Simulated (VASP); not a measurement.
Write the native input for VASP 6.6.1 that does the following.

| Item | Value |
| --- | --- |
| Task | single point |
| Functional | PBEsol |
| Potentials or basis | VASP PAW PBE potentials, release 64 (Si) |
| Cutoff | 500 eV |
| k mesh | 4 × 4 × 4 |
| Occupations | gaussian, width 0.01 eV |
| Spin | no spin polarisation |
| Dipole correction | no |
| Further INCAR settings | ALGO = Normal; EDIFF = 1e-06; NBANDS = 11 |

The structure of Si lies in POSCAR:

```
Si
1.0
   -0.0145234382      2.7040876571      2.7267395131
    2.7040876571     -0.0145234382      2.7267395131
    2.6895642189      2.6895642189      0.0000000000
Si
2
Direct
   -0.0007399664     -0.0007399664      0.0007399664
    0.2507399664      0.2507399664      0.2492600336
```

These files were run (other wordings do the same):

INCAR

```
SYSTEM = Si
  PREC = Accurate
  ENCUT = 500
  EDIFF = 1E-6
  ISMEAR = 0
  SIGMA = 0.01
  LREAL = .False.
  LASPH = .True.
  NELM = 120
  ALGO = Normal
  ISIF = 2
  LWAVE = .False.
  LCHARG = .False.
  GGA = PS
  NBANDS = 11
  GGA_COMPAT = .False.
```

KPOINTS

```
regular mesh
0
Gamma
  4 4 4
  0 0 0
```

Potentials or basis: VASP PAW PBE potentials, release 64 (Si).

The run is started by

```console
$ cat potpaw_PBE.64/Si/POTCAR > POTCAR
$ mpirun -np 1 vasp_std > vasp.out
```

Results of the run:

* Pressure: 1.3 GPa
* Largest force: 0.009 eV/Å
* Band gap on the k mesh: 0.44 eV, indirect (least direct gap 2.35 eV)

Caveat: the k points lie up to 0.50 Å⁻¹ apart; the PAW data sets were made with another functional, which shifts forces and pressure a little.

Wall time 5.5 s on 1 thread of Intel(R) Xeon(R) Platinum 8488C (Sapphire Rapids), on a shared host, peak memory 0.14 GiB.
